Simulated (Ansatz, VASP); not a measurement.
Ta in VASP and in Ansatz

```
CELL_PARAMETERS angstrom
0.00000 3.25285 -3.25285
-3.25285 0.00000 3.25285
1.62643 1.62643 1.62643
ATOMIC_POSITIONS crystal
Ta 0.00000 0.00000 0.00000
Ta 0.33333 0.66667 0.33333
Ta 0.66667 0.33333 0.66667
```

Alike in both runs: task single point; functional LDA; k mesh 10 × 10 × 14; occupations fermi-dirac, width 0.05 eV; no spin polarisation.

|  | VASP | Ansatz |
| --- | --- | --- |
| version | VASP 6.6.1 | Ansatz 0.2.0 |
| potentials or method | VASP PAW LDA potentials, release 64 (Ta_pv) | PAW with Ansatz's default frozen-core files, scalar-relativistic |
| plane-wave cutoff (eV) | 520 | 420 |
| valence electrons in the cell | 33 | 39 |

|  | VASP | Ansatz | Ansatz less VASP |
| --- | --- | --- | --- |
| pressure (GPa) | 1.0 | 0.1 | -0.87 |

LDA's correlation is that of Perdew and Zunger in VASP and of Perdew and Wang (1992) in Ansatz. VASP's potentials hold 33 valence electrons a cell and Ansatz's 39, so a difference there can come from the potentials and not from the codes.

Neither program's run includes spin-orbit coupling.
